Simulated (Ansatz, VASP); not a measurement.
## One calculation of ZnS, two programs

```
CELL_PARAMETERS angstrom
3.82270 0.00000 0.00000
-1.91135 3.31056 0.00000
0.00000 0.00000 12.52000
ATOMIC_POSITIONS crystal
Zn 0.00000 0.00000 0.00000
Zn 0.00000 0.00000 0.50000
Zn 0.33333 0.66667 0.25000
Zn 0.66667 0.33333 0.75000
S 0.00000 0.00000 0.18750
S 0.00000 0.00000 0.68750
S 0.33333 0.66667 0.43750
S 0.66667 0.33333 0.93750
```

Alike in both runs: task single point; functional r2SCAN; k mesh 6 × 6 × 2; occupations gaussian, width 0.05 eV; no spin polarisation.

|  | VASP | Ansatz |
| --- | --- | --- |
| version | VASP 6.6.1 | Ansatz 0.2.0 |
| potentials or method | VASP PAW PBE potentials, release 64 (Zn, S), cutoff 520 eV | scalar-relativistic, plane waves, PAW |
| valence electrons in the cell | 72 | 72 |

Ansatz gave:

```
gap on the k mesh at the Fermi level (eV)                     : 2.69
least direct gap on the mesh (eV)                             : 2.69
pressure (GPa)                                                : -0.9
traceless stress, the component that is largest in VASP (GPa) : -0.12
rms of the force components (eV/Å)                            : 0.015
```

What did VASP give for the same quantities?

gap on the k mesh at the Fermi level (eV): 2.70; least direct gap on the mesh (eV): 2.70; pressure (GPa): -0.9; traceless stress, the component that is largest in VASP (GPa): -0.10; rms of the force components (eV/Å): 0.012.

VASP's potentials were made for PBE, not for r2SCAN. Atom by atom the forces differ by 0.006 eV/Å (rms over components).
